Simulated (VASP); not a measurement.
Set up this calculation in VASP 6.6.1, as the native input.

```yaml
Task: single point
Functional: PBE
Potentials_or_basis: VASP PAW PBE potentials, release 64 (Na_pv, Cl)
Cutoff: 520 eV
k_mesh: 8 × 8 × 8
Occupations: fermi-dirac, width 0.02 eV
Spin: no spin polarisation
Dipole_correction: no
Further_INCAR_settings: ALGO = Normal; EDIFF = 1e-06; NBANDS = 14
```

The structure of NaCl lies in POSCAR:

```
NaCl
1.0
    0.0000000000      2.8027319616      2.8027319616
    2.9683734206      0.0000000000      2.8027319616
    2.9683734206      2.8027319616      0.0000000000
Na Cl
1 1
Direct
    0.0000000000      0.0000000000      0.0000000000
    0.5000000000      0.5000000000      0.5000000000
```

This cell differs from its parent crystal: uniaxial x strain +5.9%.

One way to write it, as run:

INCAR

```
SYSTEM = NaCl
PREC = Accurate ; ENCUT = 520
EDIFF = 1E-6 ; ISMEAR = -1
SIGMA = 0.02 ; LREAL = .FALSE.
LASPH = .TRUE. ; NELM = 60
ALGO = Normal ; ISIF = 2
LWAVE = .FALSE. ; LCHARG = .FALSE.
GGA = PE ; NBANDS = 14
```

KPOINTS

```
regular mesh
0
G
  8 8 8
  0 0 0
```

Potentials or basis: VASP PAW PBE potentials, release 64 (Na_pv, Cl).

The run is started by

```console
$ cat potpaw_PBE.64/Na_pv/POTCAR potpaw_PBE.64/Cl/POTCAR > POTCAR
$ mpirun -np 1 vasp_std > vasp.out
```

It gave:

```
Pressure               : -0.1 GPa
Band gap on the k mesh : 4.94 eV
```

Caveat: the cell differs from its parent crystal (uniaxial x strain +5.9%).

It took 29 s on 1 thread of Intel(R) Xeon(R) Platinum 8259CL CPU @ 2.50GHz (Skylake/Cascade Lake), with other jobs on the host, peak memory 0.18 GiB.
